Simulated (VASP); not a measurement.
A run of VASP 6.6.1 is set up as follows.

File INCAR:

```
SYSTEM = Ge
  PREC = Accurate
  ENCUT = 520
  EDIFF = 1E-6
  ISMEAR = -1
  SIGMA = 0.05
  LREAL = .FALSE.
  LASPH = .TRUE.
  NELM = 100
  ALGO = Normal
  ISIF = 2
  LWAVE = .FALSE.
  LCHARG = .FALSE.
  GGA = PE
  NBANDS = 21
```

File KPOINTS:

```
regular mesh
0
G
  8 8 8
  0 0 0
```

The input POSCAR:

```
Ge
1.0
    4.0904100000      0.0000000000      0.0000000000
   -2.0452000000      3.5424000000      0.0000000000
    0.0000000000      0.0000000000      3.3265800000
Ge
2
Direct
    0.6666700000      0.3333300000      0.1408600000
    0.3333300000      0.6666700000      0.8591400000
```

Potentials or basis: VASP PAW PBE potentials, release 64 (Ge_d).

Run with:

```sh
$ cat potpaw_PBE.64/Ge_d/POTCAR > POTCAR
$ mpirun -np 1 vasp_std > vasp.out
```

(1) What does it give for the band gap on the k mesh?

(2) Predict the largest force.

(3) What does it give for the pressure?

Results:

(1) zero (band 14 reaches 6.69 eV, above the bottom of band 15 at 1.87 eV).

(2) 0.003 eV/Å.

(3) -1.6 GPa.
